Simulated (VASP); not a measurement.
Write the native input for VASP 6.6.1 that does the following.

- Task: single point
- Functional: PBE
- Potentials or basis: VASP PAW PBE potentials, release 64 (Na_pv, Y_sv)
- Cutoff: 520 eV
- k mesh: 14 × 14 × 14
- Occupations: gaussian, width 0.1 eV
- Spin: no spin polarisation
- Dipole correction: no
- Further INCAR settings: ALGO = Fast; EDIFF = 1e-06; NBANDS = 28

The structure of NaY3 lies in POSCAR:

```
NaY3
1.0
   -2.4465786669      2.4465786669      5.4262670148
    2.4465786669     -2.4465786669      5.4262670148
    2.4465786669      2.4465786669     -5.4262670148
Na Y
1 3
Direct
    0.0000000000      0.0000000000      0.0000000000
    0.5000000000      0.5000000000      0.0000000000
    0.2500000000      0.7500000000      0.5000000000
    0.7500000000      0.2500000000      0.5000000000
```

One way to write it, as run:

INCAR

```
SYSTEM = NaY3
PREC = Accurate
ENCUT = 520
EDIFF = 1E-6
ISMEAR = 0
SIGMA = 0.1
LREAL = .FALSE.
LASPH = .TRUE.
NELM = 100
ALGO = Fast
ISIF = 2
LWAVE = .FALSE.
LCHARG = .FALSE.
GGA = PE
NBANDS = 28
```

KPOINTS

```
regular mesh
0
G
  14 14 14
  0 0 0
```

Potentials or basis: VASP PAW PBE potentials, release 64 (Na_pv, Y_sv).

Command:

```console
$ cat potpaw_PBE.64/Na_pv/POTCAR potpaw_PBE.64/Y_sv/POTCAR > POTCAR
$ mpirun -np 1 vasp_std > vasp.out
```

Results of the run:

The pressure is 0.0 GPa and the band gap on the k mesh is zero (bands 20 and 21 overlap by 0.55 eV).

Run time: 33 min on 1 thread of AMD EPYC 9R45 96-Core Processor (Zen 5) (shared host), peak memory 0.89 GiB.
